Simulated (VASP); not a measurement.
# Pb (P6_3/mmc) in VASP: notebook, part 2 of 2

VASP 6.6.1.

### 3 Single point, r2SCAN

This run uses another cell than the first one, of 31.09 Å³/atom, 1.022 times its volume.

File POSCAR:

```
Pb
1.0
    3.5286115289      0.0000000000      0.0000000000
   -1.7643057644      3.0558672241      0.0000000000
    0.0000000000      0.0000000000     11.5318291494
Pb
4
Direct
    0.0000000000      0.0000000000      0.0000000000
    0.3333333333      0.6666666667      0.2500000000
    0.0000000000      0.0000000000      0.5000000000
    0.6666666667      0.3333333333      0.7500000000
```

File INCAR.step1:

```
PREC     = Accurate       # precision mode
ENCUT    = 520            # plane-wave cutoff, eV
ISMEAR   = 0              # smearing method
SIGMA    = 0.1            # smearing width, eV
LREAL    = F              # projectors in reciprocal space
LASPH    = T              # aspherical terms in the spheres
NELM     = 60             # most SCF steps
NBANDS   = 36             # bands
GGA      = PE             # functional
ALGO     = Normal         # electronic algorithm
EDIFF    = 1E-4           # SCF threshold, eV
LWAVE    = T              # write WAVECAR
LCHARG   = F              # write CHGCAR
```

File INCAR.step2:

```
PREC     = Accurate       # precision mode
ENCUT    = 520            # plane-wave cutoff, eV
EDIFF    = 1E-7           # SCF threshold, eV
ISMEAR   = 0              # smearing method
SIGMA    = 0.1            # smearing width, eV
LREAL    = F              # projectors in reciprocal space
LASPH    = T              # aspherical terms in the spheres
NELM     = 60             # most SCF steps
ALGO     = Normal         # electronic algorithm
ISIF     = 2              # what is computed and relaxed
LWAVE    = F              # write WAVECAR
LCHARG   = F              # write CHGCAR
METAGGA  = R2SCAN         # meta-GGA
LMIXTAU  = T            
NBANDS   = 36             # bands
ISTART   = 1
```

File KPOINTS:

```
Automatic mesh
0
Gamma
  12 12 4
```

Potentials or basis: VASP PAW PBE potentials, release 64 (Pb_d).

On the command line:

```
cat potpaw_PBE.64/Pb_d/POTCAR > POTCAR
cp INCAR.step1 INCAR
mpirun -np 1 vasp_std > vasp.out
cp INCAR.step2 INCAR
mpirun -np 1 vasp_std > vasp.out
```

OUTCAR:

```text
PREC = Accurate
   ENCUT = 520
   EDIFF = 1E-7
   ISMEAR = 0
   LREAL = F
   LASPH = T
   NELM = 60
   ISIF = 2
   METAGGA = R2SCAN
   ISTART = 1

 ion  position               nearest neighbor table
   1  0.000  0.000  0.000-   2 3.53   4 3.53   2 3.53   4 3.53   4 3.53   2 3.53
   2  0.333  0.667  0.250-   1 3.53   3 3.53   1 3.53   3 3.53   1 3.53   3 3.53
   3  0.000  0.000  0.500-   2 3.53   4 3.53   2 3.53   4 3.53   4 3.53   2 3.53
   4  0.667  0.333  0.750-   1 3.53   3 3.53   1 3.53   3 3.53   1 3.53   3 3.53

[... 1132 lines left out ...]
     36      12.9254      0.00000

 [... further k-points ...]
[... 5 lines left out ...]
  --------------------------------------------------------------------------------------
  -------------------------------------------------------------------------------------
  Total       -0.0102103     -0.0102103     -0.0055164     -0.0000000      0.0000000      0.0000000
  in kB       -0.1315563     -0.1315563     -0.0710770     -0.0000000      0.0000000      0.0000000
  external PRESSURE =      -0.1113966 kB  Pullay stress =       0.0000000 kB

 VOLUME and BASIS-vectors are now :
 -----------------------------------------------------------------------------
  energy-cutoff  :      520.00
  volume of cell :      124.35
      direct lattice vectors                 reciprocal lattice vectors
     3.528611529  0.000000000  0.000000000     0.283397589  0.163619674  0.000000000
    -1.764305764  3.055867224  0.000000000     0.000000000  0.327239349  0.000000000
     0.000000000  0.000000000 11.531829149     0.000000000  0.000000000  0.086716512

 POSITION                                       TOTAL-FORCE (eV/Angst)
 -----------------------------------------------------------------------------------
      0.00000      0.00000      0.00000         0.000000      0.000000      0.000000
     -0.00000      2.03724      2.88296        -0.000000     -0.000000     -0.000000
      0.00000      0.00000      5.76591         0.000000      0.000000      0.000000
      1.76431      1.01862      8.64887         0.000000      0.000000      0.000000
 -----------------------------------------------------------------------------------
    total drift:                                0.000000     -0.000000      0.000000

  FREE ENERGIE OF THE ION-ELECTRON SYSTEM (eV)
  ---------------------------------------------------
  free  energy   TOTEN  =      -225.0930146944 eV

  energy  without entropy=     -225.0845269117  energy(sigma->0) =     -225.08877080
```

OUTCAR.step1:

```text
PREC = Accurate
   ENCUT = 520
   ISMEAR = 0
   LREAL = F
[... 1168 lines left out ...]
      0.00000      0.00000      0.00000        -0.000000      0.000000      0.000000
     -0.00000      2.03724      2.88296        -0.000000     -0.000000     -0.000000
      0.00000      0.00000      5.76591        -0.000000      0.000000      0.000000
      1.76431      1.01862      8.64887         0.000000      0.000000      0.000000
 -----------------------------------------------------------------------------------
    total drift:                                0.000000     -0.000000      0.000000

  FREE ENERGIE OF THE ION-ELECTRON SYSTEM (eV)
  ---------------------------------------------------
  free  energy   TOTEN  =       -14.2216114560 eV

  energy  without entropy=      -14.2119819775  energy(sigma->0) =      -14.21679672
```

OSZICAR.step1:

```text
N       E                     dE             d eps       ncg     rms          rms(c)
DAV:   1     0.679732743473E+03    0.67973E+03   -0.27289E+04  4104   0.187E+03
DAV:   2     0.513121514990E+02   -0.62842E+03   -0.61872E+03  4112   0.499E+02
DAV:   3    -0.114536793879E+02   -0.62766E+02   -0.61810E+02  4900   0.201E+02
DAV:   4    -0.141483536048E+02   -0.26947E+01   -0.26882E+01  4844   0.465E+01
DAV:   5    -0.142614766706E+02   -0.11312E+00   -0.11312E+00  5324   0.828E+00    0.995E-01
DAV:   6    -0.142303413023E+02    0.31135E-01   -0.92641E-02  5940   0.277E+00    0.503E-01
DAV:   7    -0.142217459898E+02    0.85953E-02   -0.32822E-02  5240   0.190E+00    0.175E-01
DAV:   8    -0.142218054683E+02   -0.59478E-04   -0.39439E-03  4828   0.776E-01    0.614E-02
DAV:   9    -0.142216259226E+02    0.17955E-03   -0.36375E-04  3324   0.244E-01    0.135E-02
DAV:  10    -0.142216114560E+02    0.14467E-04   -0.66060E-05  2188   0.811E-02
   1 F= -.14221611E+02 E0= -.14216797E+02  d E =-.962948E-02
```

It took 16 min on 1 thread of Intel Xeon 6975P-C, shared host; peak memory 0.39 GiB.

What came out:

```yaml
Free_energy: -225.0930 eV
Pressure: 0.0 GPa
Band_gap_on_the_k_mesh: zero (band 28 reaches 12.66 eV, above the bottom of band 29 at 4.82 eV)
```

Caveat: the PAW data sets were made with another functional, which shifts forces and pressure a little; spin-orbit coupling is left out, which moves the levels of the heavy elements.
